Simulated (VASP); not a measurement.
# BeTe (I-4m2) in VASP: notebook

The runs below take BeTe through single point, with r2SCAN.

Everything below comes from runs of VASP 6.6.1. Logs are shortened: lines on timing, memory, paths and dates and some standing lists are left out, and cuts for length are marked.

### 1 The cell of the first run

It takes space group I-4m2 (No. 119, tetragonal). The conventional cell has a = 4.040 Å, b = 4.040 Å, c = 5.612 Å, α = 90.00°, β = 90.00°, γ = 90.00°. Be (site symmetry -4m2) has 4 Te at 2.46 Å within 3.2 Å. Within 3.2 Å of Te (site symmetry -4m2) lie 4 Be at 2.46 Å.

### 2 Single point, r2SCAN (in-plane strain +0.01, then relaxed in part)

Contents of POSCAR:

```
BeTe
1.0
    2.8566903616      2.8566903616      0.0000000000
   -2.8566903616      2.8566903616      0.0000000000
    0.0000000000      2.8566903616      2.8058417852
Be Te
1 1
Direct
    0.0000000000      0.0000000000      0.0000000000
    0.7500000000      0.2500000000      0.5000000000
```

Contents of INCAR.step1:

```
SYSTEM = BeTe
PREC     = Accurate       ! precision mode
ENCUT    = 520            ! plane-wave cutoff, eV
ISMEAR   = 0              ! smearing method
SIGMA    = 0.01           ! smearing width, eV
LREAL    = .False.        ! projectors in reciprocal space
LASPH    = .True.         ! aspherical terms in the spheres
NELM     = 100            ! most SCF steps
NBANDS   = 11             ! bands
GGA      = PE             ! functional
ALGO     = Normal         ! electronic algorithm
EDIFF    = 1E-4           ! SCF threshold, eV
LWAVE    = .True.         ! write WAVECAR
LCHARG   = .False.        ! write CHGCAR
```

Contents of INCAR.step2:

```
SYSTEM = BeTe
PREC     = Accurate       ! precision mode
ENCUT    = 520            ! plane-wave cutoff, eV
EDIFF    = 1E-6           ! SCF threshold, eV
ISMEAR   = 0              ! smearing method
SIGMA    = 0.01           ! smearing width, eV
LREAL    = .False.        ! projectors in reciprocal space
LASPH    = .True.         ! aspherical terms in the spheres
NELM     = 100            ! most SCF steps
ALGO     = Normal         ! electronic algorithm
ISIF     = 2              ! what is computed and relaxed
LWAVE    = .False.        ! write WAVECAR
LCHARG   = .True.         ! write CHGCAR
METAGGA  = R2SCAN         ! meta-GGA
LMIXTAU  = .True.       
LELF     = .True.         ! ELF
LVHAR    = .True.       
NBANDS   = 11             ! bands
ISTART   = 1
```

Contents of KPOINTS:

```
Automatic mesh
0
Gamma
  8 8 8
  0 0 0
```

Potentials or basis: VASP PAW PBE potentials, release 64 (Be, Te).

Run with:

```console
$ cat potpaw_PBE.64/Be/POTCAR potpaw_PBE.64/Te/POTCAR > POTCAR
$ cp INCAR.step1 INCAR
$ mpirun -np 1 vasp_std > vasp.out
$ cp INCAR.step2 INCAR
$ mpirun -np 1 vasp_std > vasp.out
```

OUTCAR:

```text
SYSTEM = BeTe
   PREC = Accurate
   ENCUT = 520
   EDIFF = 1E-6
   ISMEAR = 0
   LREAL = .False.
   LASPH = .True.
   NELM = 100
   ISIF = 2
   METAGGA = R2SCAN
   ISTART = 1

 ion  position               nearest neighbor table
   1  0.000  0.000  0.000-   2 2.46   2 2.46   2 2.46   2 2.46
   2  0.750  0.250  0.500-   1 2.46   1 2.46   1 2.46   1 2.46

  LATTYP: Found a body centered tetragonal cell.
 ALAT       =     4.0399702529
 C/A-ratio  =     1.3890408144

  Lattice vectors:

 A1 = (   2.8566903616,   0.0000000000,  -2.8058417852)
 A2 = (  -2.8566903616,   0.0000000000,  -2.8058417852)
 A3 = (   0.0000000000,   2.8566903616,   2.8058417852)

Analysis of symmetry for initial positions (statically):
=====================================================================
 Subroutine PRICEL returns:
 Original cell was already a primitive cell.

 Routine SETGRP: Setting up the symmetry group for a
 body centered tetragonal supercell.

 Subroutine GETGRP returns: Found  8 space group operations
 (whereof  8 operations were pure point group operations)
 out of a pool of 16 trial point group operations.

The static configuration has the point symmetry D_2d.

Analysis of symmetry for dynamics (positions and initial velocities):
=====================================================================
 Subroutine PRICEL returns:
 Original cell was already a primitive cell.

 Routine SETGRP: Setting up the symmetry group for a
 body centered tetragonal supercell.

 Subroutine GETGRP returns: Found  8 space group operations
 (whereof  8 operations were pure point group operations)
 out of a pool of 16 trial point group operations.

The dynamic configuration has the point symmetry D_2d.

 Subroutine INISYM returns: Found  8 space group operations
 (whereof  8 operations are pure point group operations),
 and found     1 'primitive' translations

----------------------------------------------------------------------------------------

                                     Primitive cell

  volume of cell :      45.7952

  direct lattice vectors                    reciprocal lattice vectors
     2.856690362  2.856690362  0.000000000     0.175027720  0.175027720 -0.178199641
    -2.856690362  2.856690362  0.000000000    -0.175027720  0.175027720 -0.178199641
     0.000000000  2.856690362  2.805841785     0.000000000  0.000000000  0.356399283

  length of vectors
     4.039970253  4.039970253  4.004176313     0.304999209  0.304999209  0.356399283

  position of ions in fractional coordinates (direct lattice)
     0.000000000  0.000000000  0.000000000
     0.750000000  0.250000000  0.500000000

  ion indices of the primitive-cell ions
   primitive index   ion index
                 1           1
                 2           2

----------------------------------------------------------------------------------------

 KPOINTS: Automatic mesh

Automatic generation of k-mesh.
 Grid dimensions read from file:
 generate k-points for:    8    8    8

 Generating k-lattice:

  Cartesian coordinates                     Fractional coordinates (reciprocal lattice)
     0.021878465  0.021878465 -0.022274955     0.125000000  0.000000000  0.000000000
    -0.021878465  0.021878465 -0.022274955     0.000000000  0.125000000  0.000000000
     0.000000000  0.000000000  0.044549910     0.000000000  0.000000000  0.125000000

  Length of vectors
     0.038124901  0.038124901  0.044549910

  Shift w.r.t. Gamma in fractional coordinates (k-lattice)
     0.000000000  0.000000000  0.000000000

 Subroutine IBZKPT returns following result:
 ===========================================

 Found     59 irreducible k-points:

 Following reciprocal coordinates:
            Coordinates               Weight
  0.000000  0.000000  0.000000      1.000000
  0.125000  0.000000 -0.000000      8.000000
  0.250000  0.000000 -0.000000      8.000000
  0.375000  0.000000 -0.000000      8.000000
  0.500000  0.000000 -0.000000      4.000000
  0.125000  0.125000 -0.000000      8.000000
[... 16 lines left out ...]
  0.250000  0.000000  0.125000      4.000000
  0.375000  0.000000  0.125000      8.000000
 [... further k-points ...]
   k-points           NKPTS =     59   k-points in BZ     NKDIM =     59   number of bands    NBANDS=     11
   number of dos      NEDOS =    301   number of ions     NIONS =      2
   total plane-waves  NPLWV =  27000
   dimension x,y,z NGX =    30 NGY =   30 NGZ =   30
   dimension x,y,z NGXF=    60 NGYF=   60 NGZF=   60
   ions per type =               1   1
   NGX,Y,Z   is equivalent  to a cutoff of  12.35, 12.35, 12.46 a.u.
   NGXF,Y,Z  is equivalent  to a cutoff of  24.69, 24.69, 24.91 a.u.
 SYSTEM =  BeTe
   PREC   = accura    normal or accurate (medium, high low for compatibility)
   ISTART =      1    job   : 0-new  1-cont  2-samecut
   ICHARG =      0    charge: 1-file 2-atom 10-const
   ISPIN  =      1    spin polarized calculation?
   LNONCOLLINEAR =      F non collinear calculations
   LSORBIT =      F    spin-orbit coupling
   LASPH  =      T    aspherical Exc in radial PAW
   ENCUT  =  520.0 eV  38.22 Ry    6.18 a.u.   7.51  7.51  7.45*2*pi/ulx,y,z
   NELM   =    100;   NELMIN=  2; NELMDL=  0     # of ELM steps
   EDIFF  = 0.1E-05   stopping-criterion for ELM
   LREAL  =      F    real-space projection
   EDIFFG = 0.1E-04   stopping-criterion for IOM
   NSW    =      0    number of steps for IOM
   IBRION =     -1    ionic relax: 0-MD 1-quasi-New 2-CG
   NFREE  =      0    steps in history (QN), initial steepest desc. (CG)
   ISIF   =      2    stress and relaxation
   ISYM   =      2    0-nonsym 1-usesym 2-fastsym
   POTIM  = 0.5000    time-step for ionic-motion
   TEBEG  =    0.0;   TEEND  =   0.0 temperature during run
   PSTRESS=    0.0 pullay stress
   NELECT =       8.0000    total number of electrons
   NUPDOWN=      -1.0000    fix difference up-down
   EMIN   =  10.00;   EMAX   =-10.00  energy-range for DOS
   EFERMI =   0.00;   METHOD = LEGACY
   ISMEAR =     0;   SIGMA  =   0.01  broadening in eV -4-tet -1-fermi 0-gaus
   EFERMI_NEDOS =   21; number of points for ismear=-14 and -15
   IALGO  =     38    algorithm
   IMIX   =      4    mixing-type and parameters
     AMIX     =   0.40;   BMIX     =  1.00
     AMIX_MAG =   1.60;   BMIX_MAG =  1.00
  volume/ion in A,a.u.               =      22.90       154.52
  Fermi-wavevector in a.u.,A,eV,Ry     =   0.915163  1.729407 11.395190  0.837523
  Thomas-Fermi vector in A             =   2.039873
   LORBIT       =      0    0 simple, 1 ext, 2 COOP (PROOUT), +10 PAW based schemes
   METAGGA = R2SCAN    functional components
   LHFCALC =     F    Hartree Fock is set to
   AEXX    =    0.0000 exact exchange contribution
   IVDW    =     0    specifies the selected vdW correction
   LEPSILON=     F    determine dielectric tensor
   LRPA    =     F    only Hartree local field effects (RPA)
 non-spin polarized calculation
 Gauss-broadening in eV      SIGMA  =   0.01
  energy-cutoff  :      520.00
  volume of cell :       45.80
 maximum number of plane-waves:      1255
   NGX = 15   NGY = 15   NGZ = 15

 number of electron       8.0000001 magnetization

 Free energy of the ion-electron system (eV)
  ---------------------------------------------------
  ext. energy  EPLUGINS =         0.00000000
  ---------------------------------------------------
  free energy    TOTEN  =       -30.68250779 eV

  energy without entropy =      -30.68250779  energy(sigma->0) =      -30.68250779

 E-fermi :   4.8377     XC(G=0):  -9.3745

 val. band max:        4.7202348789   @ k =   0.0000   0.0000   0.0000
 cond. band min:       6.9721755645   @ k =   0.0000   0.0000   0.5000
 fundamental gap:      2.2519406856
 Fermi energy:         4.8376777740

 k-point     1 :       0.0000    0.0000    0.0000
  band No.  band energies     occupation
      1      -7.9593      2.00000
      2       4.6247      2.00000
      3       4.6247      2.00000
      4       4.7202      2.00000
      5       8.6781      0.00000
      6       8.7118      0.00000
      7       8.7118      0.00000
      8       8.9703      0.00000
      9      13.6503      0.00000
     10      15.1777      0.00000
     11      15.5206      0.00000

 k-point     2 :       0.1250    0.0000   -0.0000
  band No.  band energies     occupation
      1      -7.8075      2.00000
      2       3.3612      2.00000
      3       4.3871      2.00000
      4       4.4697      2.00000
      5       8.6441      0.00000
      6       9.0388      0.00000
      7       9.0540      0.00000
      8      10.2223      0.00000
      9      14.1100      0.00000
     10      14.3666      0.00000
     11      14.6023      0.00000

 k-point     3 :       0.2500    0.0000   -0.0000
  band No.  band energies     occupation
      1      -7.3889      2.00000
      2       1.3288      2.00000
      3       3.9343      2.00000
      4       4.0502      2.00000
      5       8.3955      0.00000
      6       9.5675      0.00000
      7       9.6041      0.00000
      8      12.2358      0.00000
      9      14.1787      0.00000
     10      14.2181      0.00000
     11      14.4692      0.00000

 k-point     4 :       0.3750    0.0000   -0.0000
  band No.  band energies     occupation
      1      -6.8577      2.00000
      2      -0.2907      2.00000
      3       3.5799      2.00000
      4       3.7233      2.00000
      5       8.1986      0.00000
      6       9.6703      0.00000
      7       9.7778      0.00000
      8      13.1675      0.00000
      9      15.0281      0.00000
     10      15.3427      0.00000
     11      15.3568      0.00000

 k-point     5 :       0.5000    0.0000   -0.0000
  band No.  band energies     occupation
      1      -6.5813      2.00000
      2      -0.9421      2.00000
      3       3.4517      2.00000
      4       3.6053      2.00000
      5       8.1282      0.00000
      6       9.6288      0.00000
      7       9.7579      0.00000
      8      13.1343      0.00000
      9      16.2731      0.00000
     10      16.8025      0.00000
     11      16.9217      0.00000
[... 211 lines left out ...]
 k-point    21 :       0.5000    0.5000   -0.0000
  band No.  band energies     occupation
      1      -6.0954      2.00000
      2      -0.5799      2.00000
      3       2.0335      2.00000
      4       2.0672      2.00000
      5       7.0962      0.00000
      6       7.7336      0.00000
      7      14.9961      0.00000
      8      15.0914      0.00000
      9      16.9610      0.00000
     10      18.3305      0.00000
     11      18.7055      0.00000

 k-point    22 :       0.0000    0.0000    0.1250
  band No.  band energies     occupation
      1      -7.7515      2.00000
      2       3.6273      2.00000
      3       3.9702      2.00000
      4       3.9702      2.00000
      5       8.2822      0.00000
      6       9.6750      0.00000
      7       9.6750      0.00000
      8       9.9416      0.00000
      9      13.5067      0.00000
     10      14.5568      0.00000
     11      15.4407      0.00000

 k-point    23 :       0.2500    0.0000    0.1250
  band No.  band energies     occupation
      1      -7.5697      2.00000
      2       2.3895      2.00000
      3       3.4497      2.00000
      4       4.3322      2.00000
      5       9.0405      0.00000
      6       9.1773      0.00000
      7       9.5620      0.00000
      8      11.1440      0.00000
      9      13.3970      0.00000
     10      14.4083      0.00000
     11      15.1105      0.00000

 k-point    24 :       0.3750    0.0000    0.1250
  band No.  band energies     occupation
      1      -7.1041      2.00000
      2       0.7795      2.00000
      3       2.8337      2.00000
      4       3.8797      2.00000
      5       8.9111      0.00000
      6       9.7234      0.00000
      7      10.0936      0.00000
      8      12.0376      0.00000
      9      13.4651      0.00000
     10      15.1844      0.00000
     11      16.2150      0.00000

 [... further k-points ...]
[... 5 lines left out ...]
  --------------------------------------------------------------------------------------
  -------------------------------------------------------------------------------------
  Total       -0.2531061     -0.2531061      0.0553894      0.0000000      0.0000000      0.0000000
  in kB       -8.8551041     -8.8551041      1.9378403      0.0000000      0.0000000      0.0000000
  external PRESSURE =      -5.2574560 kB  Pullay stress =       0.0000000 kB

 VOLUME and BASIS-vectors are now :
 -----------------------------------------------------------------------------
  energy-cutoff  :      520.00
  volume of cell :       45.80
      direct lattice vectors                 reciprocal lattice vectors
     2.856690362  2.856690362  0.000000000     0.175027720  0.175027720 -0.178199641
    -2.856690362  2.856690362  0.000000000    -0.175027720  0.175027720 -0.178199641
     0.000000000  2.856690362  2.805841785     0.000000000  0.000000000  0.356399283

 POSITION                                       TOTAL-FORCE (eV/Angst)
 -----------------------------------------------------------------------------------
      0.00000      0.00000      0.00000        -0.000000     -0.000000      0.000000
      1.42835      4.28504      1.40292         0.000000      0.000000      0.000000
 -----------------------------------------------------------------------------------
    total drift:                               -0.000000      0.000000      0.000000

  FREE ENERGIE OF THE ION-ELECTRON SYSTEM (eV)
  ---------------------------------------------------
  free  energy   TOTEN  =       -30.6825077903 eV

  energy  without entropy=      -30.6825077903  energy(sigma->0) =      -30.68250779
```

It took 98 s on 1 thread of Intel Xeon 6975P-C, shared host; peak memory 0.19 GiB.

Results:

* Free energy: -30.6825 eV
* Pressure: -0.5 GPa
* Band gap on the k mesh: 2.25 eV, indirect (least direct gap 3.96 eV)

Levels at points of the mesh, in eV from the valence-band top:
| k point | band 2 | band 3 | band 4 | band 5 | band 6 | band 7 |
| --- | --- | --- | --- | --- | --- | --- |
| (0.00, 0.00, 0.00) | -0.10 | -0.10 | 0.00 | 3.96 | 3.99 | 3.99 |
| (0.50, 0.00, 0.00) | -5.66 | -1.27 | -1.11 | 3.41 | 4.91 | 5.04 |
| (0.50, 0.50, 0.00) | -5.30 | -2.69 | -2.65 | 2.38 | 3.01 | 10.28 |
| (0.00, 0.00, 0.50) | -5.20 | -2.80 | -2.80 | 2.25 | 2.86 | 10.36 |

Caveat: the cell differs from its parent crystal (in-plane strain +0.01, then relaxed in part); the PAW data sets were made with another functional, which shifts forces and pressure a little; spin-orbit coupling is left out, which moves the levels of the heavy elements. A k mesh can miss the band edges.

### 3 Single point, r2SCAN (in-plane strain +0.01)

POSCAR: that of step 2 with these lines changed.

```diff
@@ -4,3 +4,3 @@
    -2.8566903616      2.8566903616      0.0000000000
-    0.0000000000      2.8566903616      2.8058417852
+    0.0000000000      2.8566903616      2.8114358609
 Be Te
```

Contents of INCAR.step1:

```
ALGO = Normal ; EDIFF = 1E-4
ENCUT = 520 ; GGA = PE
ISMEAR = 0 ; LASPH = T
LCHARG = F ; LREAL = F
LWAVE = T ; NBANDS = 11
NELM = 60 ; PREC = Accurate
SIGMA = 0.01
```

Contents of INCAR.step2:

```
ALGO = Normal ; EDIFF = 1E-7
ENCUT = 520 ; ISIF = 2
ISMEAR = 0 ; ISTART = 1
LASPH = T ; LCHARG = F
LMIXTAU = T ; LREAL = F
LWAVE = F ; METAGGA = R2SCAN
NBANDS = 11 ; NELM = 60
PREC = Accurate ; SIGMA = 0.01
```

Contents of KPOINTS:

```
k-points
0
Gamma
  8 8 8
```

Potentials or basis: VASP PAW PBE potentials, release 64 (Be, Te).

Run with:

```console
$ cat potpaw_PBE.64/Be/POTCAR potpaw_PBE.64/Te/POTCAR > POTCAR
$ cp INCAR.step1 INCAR
$ mpirun -np 1 vasp_std > vasp.out
$ cp INCAR.step2 INCAR
$ mpirun -np 1 vasp_std > vasp.out
```

It took 2.4 min on 1 thread of Intel Xeon 6975P-C, shared host; peak memory 0.19 GiB.

The run converged. Its results:

```
Free energy            : -30.6826 eV
Pressure               : -0.6 GPa
Band gap on the k mesh : 2.27 eV, indirect (least direct gap 3.97 eV)
```

Stress tensor (GPa, compression positive):
```
-0.95  0.00  0.00
 0.00 -0.95  0.00
 0.00  0.00  0.01
```

Levels at points of the mesh, in eV from the valence-band top:
```
           k point  band 1  band 2  band 3  band 4  band 5  band 6  band 7  band 8  band 9
(0.00, 0.00, 0.00)  -12.66   -0.09   -0.09    0.00    3.97    4.00    4.00    4.24    8.93
(0.50, 0.00, 0.00)  -11.29   -5.64   -1.25   -1.11    3.41    4.92    5.04    8.42   11.56
(0.50, 0.50, 0.00)  -10.80   -5.28   -2.68   -2.65    2.38    3.02   10.28   10.36   12.24
(0.00, 0.00, 0.50)  -10.74   -5.19   -2.77   -2.77    2.27    2.88   10.35   10.35   12.37
```

Caveat: the cell differs from its parent crystal (in-plane strain +0.01); the PAW data sets were made with another functional, which shifts forces and pressure a little; spin-orbit coupling is left out, which moves the levels of the heavy elements. A k mesh can miss the band edges.
